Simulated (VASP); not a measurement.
A run of VASP 6.6.1:

File POSCAR:

```
InPd
1.0
    3.2718847800      0.0000000000      0.0000000000
    0.0000000000      3.2718847800      0.0000000000
    0.0000000000      0.0000000000      3.2718847800
In Pd
1 1
Direct
    0.0000000000      0.0000000000      0.0000000000
    0.5000000000      0.5000000000      0.5000000000
```

File INCAR.step1:

```
SYSTEM = InPd
ALGO     = Normal         ! electronic algorithm
EDIFF    = 1E-5           ! SCF threshold, eV
ENCUT    = 520            ! plane-wave cutoff, eV
GGA      = PE             ! functional
ISIF     = 2              ! what is computed and relaxed
ISMEAR   = -1             ! smearing method
LASPH    = .True.         ! aspherical terms in the spheres
LCHARG   = .False.        ! write CHGCAR
LREAL    = .False.        ! projectors in reciprocal space
LWAVE    = .True.         ! write WAVECAR
NBANDS   = 18             ! bands
NELM     = 60             ! most SCF steps
PREC     = Accurate       ! precision mode
SIGMA    = 0.05           ! smearing width, eV
```

Contents of INCAR.step2:

```
SYSTEM = InPd
AEXX     = 0.25           ! exact-exchange fraction
ALGO     = Normal         ! electronic algorithm
EDIFF    = 1E-6           ! SCF threshold, eV
ENCUT    = 520            ! plane-wave cutoff, eV
GGA      = PS             ! functional
HFSCREEN = 0.207          ! screening, 1/A
ISIF     = 2              ! what is computed and relaxed
ISMEAR   = -1             ! smearing method
ISTART   = 1            
LASPH    = .True.         ! aspherical terms in the spheres
LCHARG   = .False.        ! write CHGCAR
LHFCALC  = .True.         ! exact exchange
LREAL    = .False.        ! projectors in reciprocal space
LWAVE    = .False.        ! write WAVECAR
NBANDS   = 18             ! bands
NELM     = 60             ! most SCF steps
PREC     = Accurate       ! precision mode
PRECFOCK = Normal       
SIGMA    = 0.05           ! smearing width, eV
```

File KPOINTS:

```
k-points
0
Gamma
  4 4 4
  0 0 0
```

Potentials or basis: VASP PAW PBE potentials, release 64 (In_d, Pd).

Run with:

```console
$ cat potpaw_PBE.64/In_d/POTCAR potpaw_PBE.64/Pd/POTCAR > POTCAR
$ cp INCAR.step1 INCAR
$ mpirun -np 1 vasp_std > vasp.out
$ cp INCAR.step2 INCAR
$ mpirun -np 1 vasp_std > vasp.out
```

Hardware: 1 thread of Intel(R) Xeon(R) Platinum 8375C CPU @ 2.90GHz (Ice Lake), with other jobs on the host.

Problem. How long does it take, and how much memory?

Solution. Run time: 13 min on 1 thread of Intel(R) Xeon(R) Platinum 8375C CPU @ 2.90GHz (Ice Lake), with other jobs on the host, peak memory 0.26 GiB. Counts: k points 10.
